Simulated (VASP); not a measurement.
Crystal: In.

```
In
1.0
     0.00000    2.38086    2.38086
     2.38086    0.00000    2.38086
     2.38086    2.38086    0.00000
In
2
Direct
  0.87500 0.87500 0.87500
  0.12500 0.12500 0.12500
```

This isn't the form of In at room conditions, which is tetragonal.

Base run:

| Item | Value |
| --- | --- |
| Program | VASP 6.6.1 |
| Functional | LDA |
| Potentials or basis | VASP PAW LDA potentials, release 64 (In_d) |
| Cutoff | 520 eV |
| k mesh | 12 × 12 × 12 |
| Occupations | fermi-dirac, width 0.05 eV |
| Spin | no spin polarisation |

Its results: band gap on the k mesh zero (bands 13 and 14 overlap by 11.85 eV); pressure 289.4 GPa.

Q: The run is repeated on the same cell with these changes: further incar settings from ALGO = Normal; EDIFF = 1e-07; NBANDS = 20 to ALGO = Normal; EDIFF = 1e-06; NBANDS = 20. What comes out?

A: Band gap on the k mesh zero (bands 13 and 14 overlap by 11.85 eV); pressure 289.0 GPa.

Caveats: the cell stands under pressure; spin-orbit coupling is left out, which moves the levels of the heavy elements.
